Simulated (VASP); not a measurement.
Write the native input for VASP 6.6.1 that does the following.

```yaml
Task: single point
Functional: PBE
Potentials_or_basis: VASP PAW PBE potentials, release 64 (Al, Cu)
Cutoff: 520 eV
k_mesh: 14 × 14 × 14
Occupations: gaussian, width 0.15 eV
Spin: no spin polarisation
Dipole_correction: no
Further_INCAR_settings: ALGO = Fast; EDIFF = 1e-07; NBANDS = 16
```

The structure of Al2Cu lies in POSCAR:

```
Al2Cu
1.0
   -1.9491751977      1.9491751977      2.8432000000
    1.9491751977     -1.9491751977      2.8432000000
    1.9491751977      1.9491751977     -2.8432000000
Al Cu
2 1
Direct
    0.7500000000      0.2500000000      0.5000000000
    0.2500000000      0.7500000000      0.5000000000
    0.5000000000      0.5000000000      0.0000000000
```

These files were run (other wordings do the same):

INCAR

```
PREC     = Accurate       # precision mode
ENCUT    = 520            # plane-wave cutoff, eV
EDIFF    = 1E-7           # SCF threshold, eV
ISMEAR   = 0              # smearing method
SIGMA    = 0.15           # smearing width, eV
LREAL    = F              # projectors in reciprocal space
LASPH    = T              # aspherical terms in the spheres
NELM     = 80             # most SCF steps
ALGO     = Fast           # electronic algorithm
ISIF     = 2              # what is computed and relaxed
LWAVE    = F              # write WAVECAR
LCHARG   = F              # write CHGCAR
GGA      = PE             # functional
NBANDS   = 16             # bands
```

KPOINTS

```
regular mesh
0
Gamma
  14 14 14
```

Potentials or basis: VASP PAW PBE potentials, release 64 (Al, Cu).

Command:

```sh
$ cat potpaw_PBE.64/Al/POTCAR potpaw_PBE.64/Cu/POTCAR > POTCAR
$ mpirun -np 1 vasp_std > vasp.out
```

It gave:

- Pressure: 14.3 GPa
- Band gap on the k mesh: zero (an odd number of electrons rules out a gap without spin polarisation)

Caveat: the cell stands under pressure.

Run time: 7.8 min on 1 thread of Intel Xeon 8259CL, with other jobs on the host, peak memory 0.29 GiB.
